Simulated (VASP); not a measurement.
# K2S (Fm-3m) in VASP: notebook

K2S is run at these levels: LDA, PBEsol, PBE; tasks: single point.

Program: VASP 6.6.1. These are calculated values, not measurements. Logs are shortened: lines on timing, memory, paths and dates and some standing lists are left out, and cuts for length are marked.

## (1) The cell of the first run

It takes space group Fm-3m (No. 225, cubic). The conventional cell has a = 7.193 Å, b = 7.193 Å, c = 7.193 Å, α = 90.00°, β = 90.00°, γ = 90.00°. K (site symmetry -43m) has 4 S at 3.11 Å and 6 K at 3.60 Å within 4.1 Å. Within 4.1 Å of S (site symmetry m-3m) lie 8 K at 3.11 Å.

## (2) Single point, LDA

Input file INCAR:

```
ALGO = Normal ; EDIFF = 1E-6
ENCUT = 500 ; GGA = CA
GGA_COMPAT = F ; ISIF = 2
ISMEAR = -1 ; LASPH = T
LCHARG = F ; LREAL = F
LWAVE = F ; NBANDS = 19
NELM = 120 ; PREC = Accurate
SIGMA = 0.02
```

Input file KPOINTS:

```
k-points
0
Gamma
  6 6 6
```

Input file POSCAR:

```
K2S
1.0
    0.0000000000      3.5964916423      3.5964916423
    3.5964916423      0.0000000000      3.5964916423
    3.5964916423      3.5964916423      0.0000000000
K S
2 1
Direct
    0.7500000000      0.7500000000      0.7500000000
    0.2500000000      0.2500000000      0.2500000000
    0.0000000000      0.0000000000      0.0000000000
```

Potentials or basis: VASP PAW LDA potentials, release 64 (K_sv, S).

Launch:

```bash
> cat potpaw_LDA.64/K_sv/POTCAR potpaw_LDA.64/S/POTCAR > POTCAR
> mpirun -np 1 vasp_std > vasp.out
```

OUTCAR:

```text
EDIFF = 1E-6
   ENCUT = 500
   GGA = CA
   ISIF = 2
   ISMEAR = -1
   LASPH = T
   LREAL = F
   NELM = 120
   PREC = Accurate

 ion  position               nearest neighbor table
   1  0.750  0.750  0.750-   3 3.11   3 3.11   3 3.11   3 3.11   2 3.60   2 3.60   2 3.60   2 3.60
                             2 3.60   2 3.60
   2  0.250  0.250  0.250-   3 3.11   3 3.11   3 3.11   3 3.11   1 3.60   1 3.60   1 3.60   1 3.60
                             1 3.60   1 3.60
   3  0.000  0.000  0.000-   1 3.11   1 3.11   1 3.11   1 3.11   2 3.11   2 3.11   2 3.11   2 3.11

  LATTYP: Found a face centered cubic cell.
 ALAT       =     7.1929832846

  Lattice vectors:

 A1 = (   0.0000000000,   3.5964916423,   3.5964916423)
 A2 = (   3.5964916423,   0.0000000000,   3.5964916423)
 A3 = (   3.5964916423,   3.5964916423,   0.0000000000)

Analysis of symmetry for initial positions (statically):
=====================================================================
 Subroutine PRICEL returns:
 Original cell was already a primitive cell.

 Routine SETGRP: Setting up the symmetry group for a
 face centered cubic supercell.

 Subroutine GETGRP returns: Found 48 space group operations
 (whereof 48 operations were pure point group operations)
 out of a pool of 48 trial point group operations.

The static configuration has the point symmetry O_h .

Analysis of symmetry for dynamics (positions and initial velocities):
=====================================================================
 Subroutine PRICEL returns:
 Original cell was already a primitive cell.

 Routine SETGRP: Setting up the symmetry group for a
 face centered cubic supercell.

 Subroutine GETGRP returns: Found 48 space group operations
 (whereof 48 operations were pure point group operations)
 out of a pool of 48 trial point group operations.

The dynamic configuration has the point symmetry O_h .

 Subroutine INISYM returns: Found 48 space group operations
 (whereof 48 operations are pure point group operations),
 and found     1 'primitive' translations

----------------------------------------------------------------------------------------

                                     Primitive cell

  volume of cell :      93.0395

  direct lattice vectors                    reciprocal lattice vectors
     0.000000000  3.596491642  3.596491642    -0.139024374  0.139024374  0.139024374
     3.596491642  0.000000000  3.596491642     0.139024374 -0.139024374  0.139024374
     3.596491642  3.596491642  0.000000000     0.139024374  0.139024374 -0.139024374

  length of vectors
     5.086207258  5.086207258  5.086207258     0.240797280  0.240797280  0.240797280

  position of ions in fractional coordinates (direct lattice)
     0.750000000  0.750000000  0.750000000
     0.250000000  0.250000000  0.250000000
     0.000000000  0.000000000  0.000000000

  ion indices of the primitive-cell ions
   primitive index   ion index
                 1           1
                 2           2
                 3           3

----------------------------------------------------------------------------------------

 KPOINTS: k-points

Automatic generation of k-mesh.
 Grid dimensions read from file:
 generate k-points for:    6    6    6

 Generating k-lattice:

  Cartesian coordinates                     Fractional coordinates (reciprocal lattice)
    -0.023170729  0.023170729  0.023170729     0.166666667  0.000000000  0.000000000
     0.023170729 -0.023170729  0.023170729     0.000000000  0.166666667  0.000000000
     0.023170729  0.023170729 -0.023170729     0.000000000  0.000000000  0.166666667

  Length of vectors
     0.040132880  0.040132880  0.040132880

  Shift w.r.t. Gamma in fractional coordinates (k-lattice)
     0.000000000  0.000000000  0.000000000

 Subroutine IBZKPT returns following result:
 ===========================================

 Found     16 irreducible k-points:

 Following reciprocal coordinates:
            Coordinates               Weight
  0.000000  0.000000  0.000000      1.000000
  0.166667  0.000000  0.000000      8.000000
  0.333333  0.000000  0.000000      8.000000
  0.500000  0.000000  0.000000      4.000000
  0.166667  0.166667  0.000000      6.000000
  0.333333  0.166667  0.000000     24.000000
[... 8 lines left out ...]
 -0.333333  0.333333  0.166667     24.000000
 -0.333333  0.500000  0.166667     12.000000
   k-points           NKPTS =     16   k-points in BZ     NKDIM =     16   number of bands    NBANDS=     19
   number of dos      NEDOS =    301   number of ions     NIONS =      3
   total plane-waves  NPLWV =  64000
   dimension x,y,z NGX =    40 NGY =   40 NGZ =   40
   dimension x,y,z NGXF=    80 NGYF=   80 NGZF=   80
   ions per type =               2   1
   NGX,Y,Z   is equivalent  to a cutoff of  13.07, 13.07, 13.07 a.u.
   NGXF,Y,Z  is equivalent  to a cutoff of  26.15, 26.15, 26.15 a.u.
 SYSTEM =  unknown system
   PREC   = accura    normal or accurate (medium, high low for compatibility)
   ISTART =      0    job   : 0-new  1-cont  2-samecut
   ICHARG =      2    charge: 1-file 2-atom 10-const
   ISPIN  =      1    spin polarized calculation?
   LNONCOLLINEAR =      F non collinear calculations
   LSORBIT =      F    spin-orbit coupling
   LASPH  =      T    aspherical Exc in radial PAW
   ENCUT  =  500.0 eV  36.75 Ry    6.06 a.u.   9.27  9.27  9.27*2*pi/ulx,y,z
   NELM   =    120;   NELMIN=  2; NELMDL= -5     # of ELM steps
   EDIFF  = 0.1E-05   stopping-criterion for ELM
   LREAL  =      F    real-space projection
   EDIFFG = 0.1E-04   stopping-criterion for IOM
   NSW    =      0    number of steps for IOM
   IBRION =     -1    ionic relax: 0-MD 1-quasi-New 2-CG
   NFREE  =      0    steps in history (QN), initial steepest desc. (CG)
   ISIF   =      2    stress and relaxation
   ISYM   =      2    0-nonsym 1-usesym 2-fastsym
   POTIM  = 0.5000    time-step for ionic-motion
   TEBEG  =    0.0;   TEEND  =   0.0 temperature during run
   PSTRESS=    0.0 pullay stress
   NELECT =      24.0000    total number of electrons
   NUPDOWN=      -1.0000    fix difference up-down
   EMIN   =  10.00;   EMAX   =-10.00  energy-range for DOS
   EFERMI =   0.00;   METHOD = LEGACY
   ISMEAR =    -1;   SIGMA  =   0.02  broadening in eV -4-tet -1-fermi 0-gaus
   EFERMI_NEDOS =   21; number of points for ismear=-14 and -15
   IALGO  =     38    algorithm
   IMIX   =      4    mixing-type and parameters
     AMIX     =   0.40;   BMIX     =  1.00
     AMIX_MAG =   1.60;   BMIX_MAG =  1.00
  volume/ion in A,a.u.               =      31.01       209.29
  Fermi-wavevector in a.u.,A,eV,Ry     =   1.042132  1.969344 14.776468  1.086040
  Thomas-Fermi vector in A             =   2.176784
   LORBIT       =      0    0 simple, 1 ext, 2 COOP (PROOUT), +10 PAW based schemes
   GGA     = CA    functional components
   LHFCALC =     F    Hartree Fock is set to
   AEXX    =    0.0000 exact exchange contribution
   IVDW    =     0    specifies the selected vdW correction
   LEPSILON=     F    determine dielectric tensor
   LRPA    =     F    only Hartree local field effects (RPA)
 non-spin polarized calculation
  energy-cutoff  :      500.00
  volume of cell :       93.04
 maximum number of plane-waves:      2397
 NGX is ok and might be reduce to    40
   NGX = 19   NGY = 19   NGZ = 19

 number of electron      24.0000003 magnetization

 Free energy of the ion-electron system (eV)
  ---------------------------------------------------
  ext. energy  EPLUGINS =         0.00000000
  ---------------------------------------------------
  free energy    TOTEN  =       -10.40678912 eV

  energy without entropy =      -10.40678912  energy(sigma->0) =      -10.40678912

 E-fermi :   0.2108     XC(G=0):  -8.1495

 val. band max:       -0.3040710601   @ k =   0.5000   0.5000   0.0000
 cond. band min:       2.0098620351   @ k =   0.0000   0.0000   0.0000
 fundamental gap:      2.3139330952
 Fermi energy:         0.2107584213

 k-point     1 :       0.0000    0.0000    0.0000
  band No.  band energies     occupation
      1     -28.9804      2.00000
      2     -28.8553      2.00000
      3     -12.8492      2.00000
      4     -12.8492      2.00000
      5     -12.8492      2.00000
      6     -12.5292      2.00000
[... 11 lines left out ...]
     18       7.2714      0.00000
     19       8.3271      0.00000

 k-point     2 :       0.1667    0.0000    0.0000
  band No.  band energies     occupation
      1     -28.9716      2.00000
      2     -28.8633      2.00000
      3     -12.8439      2.00000
      4     -12.8311      2.00000
      5     -12.8311      2.00000
      6     -12.5980      2.00000
[... 11 lines left out ...]
     18       7.3955      0.00000
     19       7.8284      0.00000

 k-point     3 :       0.3333    0.0000    0.0000
  band No.  band energies     occupation
      1     -28.9478      2.00000
      2     -28.8853      2.00000
      3     -12.8508      2.00000
      4     -12.7794      2.00000
      5     -12.7794      2.00000
      6     -12.7048      2.00000
[... 11 lines left out ...]
     18       7.3924      0.00000
     19       7.3924      0.00000

 k-point     4 :       0.5000    0.0000    0.0000
  band No.  band energies     occupation
      1     -28.9162      2.00000
      2     -28.9160      2.00000
      3     -12.8739      2.00000
      4     -12.7331      2.00000
      5     -12.7104      2.00000
      6     -12.7104      2.00000
[... 11 lines left out ...]
     18       7.2998      0.00000
     19       7.4750      0.00000

 k-point     5 :       0.1667    0.1667    0.0000
  band No.  band energies     occupation
      1     -28.9693      2.00000
      2     -28.8652      2.00000
      3     -12.8721      2.00000
      4     -12.8721      2.00000
      5     -12.7487      2.00000
      6     -12.7060      2.00000
[... 11 lines left out ...]
     18       7.1686      0.00000
     19       7.1686      0.00000

 k-point     6 :       0.3333    0.1667    0.0000
  band No.  band energies     occupation
      1     -28.9526      2.00000
      2     -28.8805      2.00000
      3     -12.9059      2.00000
      4     -12.8694      2.00000
      5     -12.8331      2.00000
      6     -12.6552      2.00000
[... 11 lines left out ...]
     18       7.1311      0.00000
     19       7.9623      0.00000

 k-point     7 :       0.5000    0.1667    0.0000
  band No.  band energies     occupation
      1     -28.9263      2.00000
      2     -28.9055      2.00000
      3     -12.9813      2.00000
      4     -12.8429      2.00000
      5     -12.8198      2.00000
      6     -12.6186      2.00000
[... 11 lines left out ...]
     18       7.0416      0.00000
     19       7.9368      0.00000

 k-point     8 :      -0.3333    0.1667    0.0000
  band No.  band energies     occupation
      1     -28.9341      2.00000
      2     -28.8980      2.00000
      3     -12.9745      2.00000
      4     -12.8108      2.00000
      5     -12.7335      2.00000
      6     -12.7005      2.00000
[... 11 lines left out ...]
     18       6.9782      0.00000
     19       7.5620      0.00000

 k-point     9 :      -0.1667    0.1667    0.0000
  band No.  band energies     occupation
      1     -28.9585      2.00000
      2     -28.8752      2.00000
      3     -12.9101      2.00000
      4     -12.7793      2.00000
      5     -12.7586      2.00000
      6     -12.7159      2.00000
[... 11 lines left out ...]
     18       7.3051      0.00000
     19       7.4894      0.00000

 k-point    10 :       0.3333    0.3333    0.0000
  band No.  band energies     occupation
      1     -28.9471      2.00000
      2     -28.8848      2.00000
      3     -13.0200      2.00000
      4     -12.9172      2.00000
      5     -12.9172      2.00000
      6     -12.5410      2.00000
[... 11 lines left out ...]
     18       7.1817      0.00000
     19       7.8580      0.00000

 k-point    11 :       0.5000    0.3333    0.0000
  band No.  band energies     occupation
      1     -28.9334      2.00000
      2     -28.8975      2.00000
      3     -13.1108      2.00000
      4     -12.9174      2.00000
      5     -12.9070      2.00000
      6     -12.5148      2.00000
[... 11 lines left out ...]
     18       7.3403      0.00000
     19       7.8580      0.00000

 k-point    12 :      -0.3333    0.3333    0.0000
  band No.  band energies     occupation
      1     -28.9156      2.00000
      2     -28.9155      2.00000
      3     -13.0920      2.00000
      4     -12.8839      2.00000
      5     -12.8396      2.00000
      6     -12.5944      2.00000
[... 11 lines left out ...]
     18       7.2596      0.00000
     19       7.8987      0.00000

 k-point    13 :       0.5000    0.5000    0.0000
  band No.  band energies     occupation
      1     -28.9359      2.00000
      2     -28.8945      2.00000
      3     -13.1627      2.00000
      4     -12.9393      2.00000
      5     -12.9393      2.00000
      6     -12.4770      2.00000
[... 11 lines left out ...]
     18       7.3499      0.00000
     19       7.7978      0.00000

 k-point    14 :       0.5000    0.3333    0.1667
  band No.  band energies     occupation
      1     -28.9366      2.00000
      2     -28.8951      2.00000
      3     -13.0269      2.00000
      4     -12.9173      2.00000
      5     -12.8092      2.00000
      6     -12.6188      2.00000
[... 11 lines left out ...]
     18       7.3747      0.00000
     19       7.7334      0.00000

 k-point    15 :      -0.3333    0.3333    0.1667
  band No.  band energies     occupation
      1     -28.9155      2.00000
      2     -28.9155      2.00000
      3     -13.0823      2.00000
      4     -12.9422      2.00000
      5     -12.7194      2.00000
      6     -12.7154      2.00000
[... 11 lines left out ...]
     18       7.0175      0.00000
     19       7.9187      0.00000

 k-point    16 :      -0.3333    0.5000    0.1667
  band No.  band energies     occupation
      1     -28.9256      2.00000
      2     -28.9050      2.00000
      3     -13.1377      2.00000
      4     -12.9672      2.00000
      5     -12.8284      2.00000
      6     -12.5975      2.00000
[... 11 lines left out ...]
     18       7.2750      0.00000
     19       7.8739      0.00000

------------------------ aborting loop because EDIFF is reached ----------------------------------------

  FORCE on cell =-STRESS in cart. coord.  units (eV):
  Direction    XX          YY          ZZ          XY          YZ          ZX
  --------------------------------------------------------------------------------------
  -------------------------------------------------------------------------------------
  Total        0.0314597      0.0314597      0.0314597      0.0000000      0.0000000     -0.0000000
  in kB        0.5417481      0.5417481      0.5417481      0.0000000      0.0000000     -0.0000000
  external PRESSURE =       0.5417481 kB  Pullay stress =       0.0000000 kB

 VOLUME and BASIS-vectors are now :
 -----------------------------------------------------------------------------
  energy-cutoff  :      500.00
  volume of cell :       93.04
      direct lattice vectors                 reciprocal lattice vectors
     0.000000000  3.596491642  3.596491642    -0.139024374  0.139024374  0.139024374
     3.596491642  0.000000000  3.596491642     0.139024374 -0.139024374  0.139024374
     3.596491642  3.596491642  0.000000000     0.139024374  0.139024374 -0.139024374

 POSITION                                       TOTAL-FORCE (eV/Angst)
 -----------------------------------------------------------------------------------
      5.39474      5.39474      5.39474        -0.000000     -0.000000     -0.000000
      1.79825      1.79825      1.79825         0.000000      0.000000      0.000000
      0.00000      0.00000      0.00000        -0.000000     -0.000000      0.000000
 -----------------------------------------------------------------------------------
    total drift:                               -0.000000     -0.000000      0.000000

  FREE ENERGIE OF THE ION-ELECTRON SYSTEM (eV)
  ---------------------------------------------------
  free  energy   TOTEN  =       -10.4067891156 eV

  energy  without entropy=      -10.4067891156  energy(sigma->0) =      -10.40678912
```

Run time: 47 s. Hardware: 1 thread of Intel Xeon 8259CL, shared host; peak memory 0.2 GiB.

Results:

| Item | Value |
| --- | --- |
| Free energy | -10.4068 eV |
| Pressure | 0.1 GPa |
| Band gap on the k mesh | 2.31 eV (least direct gap 2.62 eV) |

A k mesh can miss the band edges.

## (3) Single point, PBEsol

This run uses another cell than the first one, of 32.84 Å³/atom.

Input file INCAR:

```
SYSTEM = K2S
  PREC = Accurate
  ENCUT = 500
  EDIFF = 1E-6
  ISMEAR = -1
  SIGMA = 0.02
  LREAL = .FALSE.
  LASPH = .TRUE.
  NELM = 120
  ALGO = Normal
  ISIF = 2
  LWAVE = .FALSE.
  LCHARG = .FALSE.
  GGA = PS
  NBANDS = 19
  GGA_COMPAT = .FALSE.
```

Input file KPOINTS:

```
Automatic mesh
0
G
  6 6 6
  0 0 0
```

Input file POSCAR:

```
K2S
1.0
    0.0000000000      3.6656086087      3.6656086087
    3.6656086087      0.0000000000      3.6656086087
    3.6656086087      3.6656086087      0.0000000000
K S
2 1
Direct
    0.7500000000      0.7500000000      0.7500000000
    0.2500000000      0.2500000000      0.2500000000
    0.0000000000      0.0000000000      0.0000000000
```

Potentials or basis: VASP PAW PBE potentials, release 64 (K_sv, S).

Launch:

```bash
> cat potpaw_PBE.64/K_sv/POTCAR potpaw_PBE.64/S/POTCAR > POTCAR
> mpirun -np 1 vasp_std > vasp.out
```

Run time: 50 s. Hardware: 1 thread of Intel Xeon 8259CL, shared host; peak memory 0.24 GiB.

It converged, with:

| Property | Result |
| --- | --- |
| Free energy | -9.8634 eV |
| Pressure | 0.1 GPa |
| Band gap on the k mesh | 2.35 eV (least direct gap 2.58 eV) |

Levels at points of the mesh, in eV from the valence-band top:
```tsv
k point	band 10	band 11	band 12	band 13	band 14	band 15
(0.00, 0.00, 0.00)	-0.23	-0.23	-0.23	2.35	5.41	5.41
(0.50, 0.00, 0.00)	-0.65	-0.08	-0.08	4.68	5.07	5.81
(0.50, 0.50, 0.00)	-0.80	0.00	0.00	3.42	5.28	6.61
```

Caveat: the PAW data sets were made with another functional, which shifts forces and pressure a little.

[end of part 1 of 2]
